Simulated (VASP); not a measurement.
# CsPbBr3 (Pm-3m) in VASP: a series of runs, part 2 of 3

VASP 6.6.1. Earlier steps stand in the parts before.

**3. Single point, LDA**

This run uses another cell than the first one, of 42.07 Å³/atom, 1.020 times its volume.

Contents of INCAR:

```
PREC = Accurate
ENCUT = 520
EDIFF = 1E-6
ISMEAR = -1
SIGMA = 0.05
LREAL = F
LASPH = T
NELM = 100
ALGO = Normal
ISIF = 2
LWAVE = F
LCHARG = F
GGA = CA
NBANDS = 30
```

Contents of KPOINTS:

```
regular mesh
0
Gamma
  5 5 5
```

Contents of POSCAR:

```
CsPbBr3
1.0
    5.9472457004      0.0000000000      0.0000000000
    0.0000000000      5.9472457004      0.0000000000
    0.0000000000      0.0000000000      5.9472457004
Pb Cs Br
1 1 3
Direct
    0.5000000000      0.5000000000      0.5000000000
    0.0000000000      0.0000000000      0.0000000000
    0.5000000000      0.5000000000      0.0000000000
    0.5000000000      0.0000000000      0.5000000000
    0.0000000000      0.5000000000      0.5000000000
```

Potentials or basis: VASP PAW LDA potentials, release 64 (Pb_d, Cs_sv, Br).

Command:

```sh
$ cat potpaw_LDA.64/Pb_d/POTCAR potpaw_LDA.64/Cs_sv/POTCAR potpaw_LDA.64/Br/POTCAR > POTCAR
$ mpirun -np 1 vasp_std > vasp.out
```

OUTCAR:

```text
PREC = Accurate
   ENCUT = 520
   EDIFF = 1E-6
   ISMEAR = -1
   LREAL = F
   LASPH = T
   NELM = 100
   ISIF = 2
   GGA = CA

 ion  position               nearest neighbor table
   1  0.500  0.500  0.500-   3 2.97   4 2.97   5 2.97   3 2.97   4 2.97   5 2.97
   2  0.000  0.000  0.000-
   3  0.500  0.500  0.000-   1 2.97   1 2.97
   4  0.500  0.000  0.500-   1 2.97   1 2.97
   5  0.000  0.500  0.500-   1 2.97   1 2.97

  LATTYP: Found a simple cubic cell.
 ALAT       =     5.9472457004

  Lattice vectors:

 A1 = (   5.9472457004,   0.0000000000,   0.0000000000)
 A2 = (   0.0000000000,   5.9472457004,   0.0000000000)
 A3 = (   0.0000000000,   0.0000000000,   5.9472457004)

Analysis of symmetry for initial positions (statically):
=====================================================================
 Subroutine PRICEL returns:
 Original cell was already a primitive cell.

 Routine SETGRP: Setting up the symmetry group for a
 simple cubic supercell.

 Subroutine GETGRP returns: Found 48 space group operations
[... 9 lines left out ...]

 Routine SETGRP: Setting up the symmetry group for a
 simple cubic supercell.

 Subroutine GETGRP returns: Found 48 space group operations
[... 11 lines left out ...]
                                     Primitive cell

  volume of cell :     210.3525

  direct lattice vectors                    reciprocal lattice vectors
     5.947245700  0.000000000  0.000000000     0.168145063  0.000000000  0.000000000
     0.000000000  5.947245700  0.000000000     0.000000000  0.168145063  0.000000000
     0.000000000  0.000000000  5.947245700     0.000000000  0.000000000  0.168145063

  length of vectors
     5.947245700  5.947245700  5.947245700     0.168145063  0.168145063  0.168145063

  position of ions in fractional coordinates (direct lattice)
     0.500000000  0.500000000  0.500000000
     0.000000000  0.000000000  0.000000000
     0.500000000  0.500000000  0.000000000
     0.500000000  0.000000000  0.500000000
     0.000000000  0.500000000  0.500000000

  ion indices of the primitive-cell ions
   primitive index   ion index
                 1           1
                 2           2
                 3           3
                 4           4
                 5           5

----------------------------------------------------------------------------------------

 KPOINTS: regular mesh

Automatic generation of k-mesh.
 Grid dimensions read from file:
 generate k-points for:    5    5    5

 Generating k-lattice:

  Cartesian coordinates                     Fractional coordinates (reciprocal lattice)
     0.033629013  0.000000000  0.000000000     0.200000000  0.000000000  0.000000000
     0.000000000  0.033629013  0.000000000     0.000000000  0.200000000  0.000000000
     0.000000000  0.000000000  0.033629013     0.000000000  0.000000000  0.200000000

  Length of vectors
     0.033629013  0.033629013  0.033629013

  Shift w.r.t. Gamma in fractional coordinates (k-lattice)
     0.000000000  0.000000000  0.000000000

 Subroutine IBZKPT returns following result:
 ===========================================

 Found     10 irreducible k-points:

 Following reciprocal coordinates:
            Coordinates               Weight
  0.000000  0.000000  0.000000      1.000000
  0.200000  0.000000  0.000000      6.000000
  0.400000  0.000000  0.000000      6.000000
  0.200000  0.200000  0.000000     12.000000
  0.400000  0.200000  0.000000     24.000000
  0.400000  0.400000  0.000000     12.000000
  0.200000  0.200000  0.200000      8.000000
  0.400000  0.200000  0.200000     24.000000
  0.400000  0.400000  0.200000     24.000000
  0.400000  0.400000  0.400000      8.000000
   k-points           NKPTS =     10   k-points in BZ     NKDIM =     10   number of bands    NBANDS=     30
   number of dos      NEDOS =    301   number of ions     NIONS =      5
   total plane-waves  NPLWV = 110592
   dimension x,y,z NGX =    48 NGY =   48 NGZ =   48
   dimension x,y,z NGXF=    96 NGYF=   96 NGZF=   96
   ions per type =               1   1   3
   NGX,Y,Z   is equivalent  to a cutoff of  13.42, 13.42, 13.42 a.u.
   NGXF,Y,Z  is equivalent  to a cutoff of  26.84, 26.84, 26.84 a.u.
 SYSTEM =  unknown system
   PREC   = accura    normal or accurate (medium, high low for compatibility)
   ISTART =      0    job   : 0-new  1-cont  2-samecut
   ICHARG =      2    charge: 1-file 2-atom 10-const
   ISPIN  =      1    spin polarized calculation?
   LNONCOLLINEAR =      F non collinear calculations
   LSORBIT =      F    spin-orbit coupling
   LASPH  =      T    aspherical Exc in radial PAW
   ENCUT  =  520.0 eV  38.22 Ry    6.18 a.u.  11.06 11.06 11.06*2*pi/ulx,y,z
   NELM   =    100;   NELMIN=  2; NELMDL= -5     # of ELM steps
   EDIFF  = 0.1E-05   stopping-criterion for ELM
   LREAL  =      F    real-space projection
   EDIFFG = 0.1E-04   stopping-criterion for IOM
   NSW    =      0    number of steps for IOM
   IBRION =     -1    ionic relax: 0-MD 1-quasi-New 2-CG
   NFREE  =      0    steps in history (QN), initial steepest desc. (CG)
   ISIF   =      2    stress and relaxation
   ISYM   =      2    0-nonsym 1-usesym 2-fastsym
   POTIM  = 0.5000    time-step for ionic-motion
   TEBEG  =    0.0;   TEEND  =   0.0 temperature during run
   PSTRESS=    0.0 pullay stress
   NELECT =      44.0000    total number of electrons
   NUPDOWN=      -1.0000    fix difference up-down
   EMIN   =  10.00;   EMAX   =-10.00  energy-range for DOS
   EFERMI =   0.00;   METHOD = LEGACY
   ISMEAR =    -1;   SIGMA  =   0.05  broadening in eV -4-tet -1-fermi 0-gaus
   EFERMI_NEDOS =   21; number of points for ismear=-14 and -15
   IALGO  =     38    algorithm
   IMIX   =      4    mixing-type and parameters
     AMIX     =   0.40;   BMIX     =  1.00
     AMIX_MAG =   1.60;   BMIX_MAG =  1.00
  volume/ion in A,a.u.               =      42.07       283.91
  Fermi-wavevector in a.u.,A,eV,Ry     =   0.971799  1.836434 12.849254  0.944394
  Thomas-Fermi vector in A             =   2.102046
   LORBIT       =      0    0 simple, 1 ext, 2 COOP (PROOUT), +10 PAW based schemes
   GGA     = CA    functional components
   LHFCALC =     F    Hartree Fock is set to
   AEXX    =    0.0000 exact exchange contribution
   IVDW    =     0    specifies the selected vdW correction
   LEPSILON=     F    determine dielectric tensor
   LRPA    =     F    only Hartree local field effects (RPA)
 non-spin polarized calculation
  energy-cutoff  :      520.00
  volume of cell :      210.35
 maximum number of plane-waves:      5695
 NGX is ok and might be reduce to    48
   NGX = 23   NGY = 23   NGZ = 23

 number of electron      43.9999990 magnetization

 Free energy of the ion-electron system (eV)
  ---------------------------------------------------
  ext. energy  EPLUGINS =         0.00000000
  ---------------------------------------------------
  free energy    TOTEN  =       -17.74925726 eV

  energy without entropy =      -17.74925726  energy(sigma->0) =      -17.74925726

 E-fermi :   1.1979     XC(G=0):  -7.8999

 val. band max:        0.0945409156   @ k =   0.4000   0.4000   0.4000
 cond. band min:       2.6707196400   @ k =   0.4000   0.4000   0.4000
 fundamental gap:      2.5761787244
 Fermi energy:         1.1979370153

 k-point     1 :       0.0000    0.0000    0.0000
  band No.  band energies     occupation
      1     -20.5157      2.00000
      2     -15.9785      2.00000
      3     -15.9785      2.00000
      4     -15.8385      2.00000
      5     -15.8385      2.00000
      6     -15.8385      2.00000
[... 22 lines left out ...]
     29       6.4797      0.00000
     30       6.4797      0.00000

 k-point     2 :       0.2000    0.0000    0.0000
  band No.  band energies     occupation
      1     -20.5154      2.00000
      2     -15.9785      2.00000
      3     -15.9605      2.00000
      4     -15.8387      2.00000
      5     -15.8387      2.00000
      6     -15.8384      2.00000
[... 256 lines left out ...]
 k-point    10 :       0.4000    0.4000    0.4000
  band No.  band energies     occupation
      1     -20.5136      2.00000
      2     -15.9034      2.00000
      3     -15.9034      2.00000
      4     -15.8399      2.00000
      5     -15.8399      2.00000
      6     -15.8399      2.00000
[... 22 lines left out ...]
     29       6.0049      0.00000
     30       6.9815      0.00000

------------------------ aborting loop because EDIFF is reached ----------------------------------------

  FORCE on cell =-STRESS in cart. coord.  units (eV):
  Direction    XX          YY          ZZ          XY          YZ          ZX
  --------------------------------------------------------------------------------------
  -------------------------------------------------------------------------------------
  Total       -2.4634409     -2.4634409     -2.4634409     -0.0000000     -0.0000000      0.0000000
  in kB      -18.7631215    -18.7631215    -18.7631215     -0.0000000     -0.0000000      0.0000000
  external PRESSURE =     -18.7631215 kB  Pullay stress =       0.0000000 kB

 VOLUME and BASIS-vectors are now :
 -----------------------------------------------------------------------------
  energy-cutoff  :      520.00
  volume of cell :      210.35
      direct lattice vectors                 reciprocal lattice vectors
     5.947245700  0.000000000  0.000000000     0.168145063  0.000000000  0.000000000
     0.000000000  5.947245700  0.000000000     0.000000000  0.168145063  0.000000000
     0.000000000  0.000000000  5.947245700     0.000000000  0.000000000  0.168145063

 POSITION                                       TOTAL-FORCE (eV/Angst)
 -----------------------------------------------------------------------------------
      2.97362      2.97362      2.97362         0.000000      0.000000      0.000000
      0.00000      0.00000      0.00000         0.000000      0.000000      0.000000
      2.97362      2.97362      0.00000         0.000000      0.000000      0.000000
      2.97362      0.00000      2.97362         0.000000      0.000000      0.000000
      0.00000      2.97362      2.97362         0.000000      0.000000      0.000000
 -----------------------------------------------------------------------------------
    total drift:                                0.000000     -0.000000     -0.000000

  FREE ENERGIE OF THE ION-ELECTRON SYSTEM (eV)
  ---------------------------------------------------
  free  energy   TOTEN  =       -17.7492572626 eV

  energy  without entropy=      -17.7492572626  energy(sigma->0) =      -17.74925726
```

stdout:

```text
POSCAR found type information on POSCAR PbCsBr
 POSCAR found :  3 types and       5 ions
 scaLAPACK will be used
 LDA part: xc-table for (Slater(with rela. corr.)+CA(PZ))
 , standard interpolation
 POSCAR, INCAR and KPOINTS ok, starting setup
 FFT: planning ... GRIDC
 FFT: planning ... GRID_SOFT
 FFT: planning ... GRID
 WAVECAR not read
 entering main loop
```

Run time: 30 s. Hardware: 1 thread of Intel Xeon 6975P-C (Granite Rapids), shared host; peak memory 0.28 GiB.

Results:

* Free energy: -17.7493 eV
* Pressure: -1.9 GPa
* Band gap on the k mesh: 2.58 eV, direct

Caveat: spin-orbit coupling is left out, which moves the levels of the heavy elements. Expect the measured gap to be larger: semilocal functionals such as LDA lack the derivative discontinuity.

**4. Single point, LDA**

This run uses another cell than the first one, of 42.88 Å³/atom, 1.039 times its volume.

Contents of INCAR:

```
SYSTEM = CsPbBr3
PREC = Accurate
ENCUT = 520
EDIFF = 1E-6
ISMEAR = -1
SIGMA = 0.05
LREAL = .False.
LASPH = .True.
NELM = 80
ALGO = Normal
ISIF = 2
LWAVE = .False.
LCHARG = .True.
LELF = .True.
LVHAR = .True.
NBANDS = 30
```

Contents of KPOINTS:

```
regular mesh
0
Gamma
  5 5 5
  0 0 0
```

POSCAR: that of step 3 with these lines changed.

```diff
@@ -2,5 +2,5 @@
 1.0
-    5.9472457004      0.0000000000      0.0000000000
-    0.0000000000      5.9472457004      0.0000000000
-    0.0000000000      0.0000000000      5.9472457004
+    5.9851272676      0.0000000000      0.0000000000
+    0.0000000000      5.9851272676      0.0000000000
+    0.0000000000      0.0000000000      5.9851272676
 Pb Cs Br
```

Potentials or basis: VASP PAW LDA potentials, release 64 (Pb_d, Cs_sv, Br).

Command:

```sh
$ cat potpaw_LDA.64/Pb_d/POTCAR potpaw_LDA.64/Cs_sv/POTCAR potpaw_LDA.64/Br/POTCAR > POTCAR
$ mpirun -np 1 vasp_std > vasp.out
```

OUTCAR:

```text
SYSTEM = CsPbBr3
   PREC = Accurate
   ENCUT = 520
   EDIFF = 1E-6
   ISMEAR = -1
   LREAL = .False.
   LASPH = .True.
   NELM = 80
   ISIF = 2

 ion  position               nearest neighbor table
   1  0.500  0.500  0.500-   3 2.99   4 2.99   5 2.99   3 2.99   4 2.99   5 2.99
   2  0.000  0.000  0.000-
   3  0.500  0.500  0.000-   1 2.99   1 2.99
   4  0.500  0.000  0.500-   1 2.99   1 2.99
   5  0.000  0.500  0.500-   1 2.99   1 2.99

  LATTYP: Found a simple cubic cell.
 ALAT       =     5.9851272676

  Lattice vectors:
[... 511 lines left out ...]
  --------------------------------------------------------------------------------------
  -------------------------------------------------------------------------------------
  Total       -2.8957280     -2.8957280     -2.8957280      0.0000000      0.0000000     -0.0000000
  in kB      -21.6395478    -21.6395478    -21.6395478      0.0000000      0.0000000     -0.0000000
  external PRESSURE =     -21.6395478 kB  Pullay stress =       0.0000000 kB

 VOLUME and BASIS-vectors are now :
 -----------------------------------------------------------------------------
  energy-cutoff  :      520.00
  volume of cell :      214.40
      direct lattice vectors                 reciprocal lattice vectors
     5.985127268  0.000000000  0.000000000     0.167080825  0.000000000  0.000000000
     0.000000000  5.985127268  0.000000000     0.000000000  0.167080825  0.000000000
     0.000000000  0.000000000  5.985127268     0.000000000  0.000000000  0.167080825

 POSITION                                       TOTAL-FORCE (eV/Angst)
 -----------------------------------------------------------------------------------
      2.99256      2.99256      2.99256         0.000000      0.000000      0.000000
      0.00000      0.00000      0.00000         0.000000      0.000000      0.000000
      2.99256      2.99256      0.00000         0.000000      0.000000      0.000000
      2.99256      0.00000      2.99256         0.000000      0.000000      0.000000
      0.00000      2.99256      2.99256         0.000000      0.000000      0.000000
 -----------------------------------------------------------------------------------
    total drift:                                0.000000     -0.000000     -0.000000

  FREE ENERGIE OF THE ION-ELECTRON SYSTEM (eV)
  ---------------------------------------------------
  free  energy   TOTEN  =       -17.6987394144 eV

  energy  without entropy=      -17.6987394144  energy(sigma->0) =      -17.69873941
```

It took 30 s on 1 thread of Intel Xeon 6975P-C (Granite Rapids), shared host; peak memory 0.28 GiB.

What came out:

| Quantity | Value |
| --- | --- |
| Free energy | -17.6987 eV |
| Pressure | -2.2 GPa |
| Band gap on the k mesh | 2.60 eV, direct |

Levels at points of the mesh, in eV from the valence-band top:
```tsv
k point	band 19	band 20	band 21	band 22	band 23	band 24	band 25	band 26
(0.00, 0.00, 0.00)	-1.19	-1.10	-1.10	-1.10	3.50	4.79	4.79	5.57
```

Caveat: spin-orbit coupling is left out, which moves the levels of the heavy elements. A k mesh can miss the band edges.

(Part 2 of 3 ends here.)
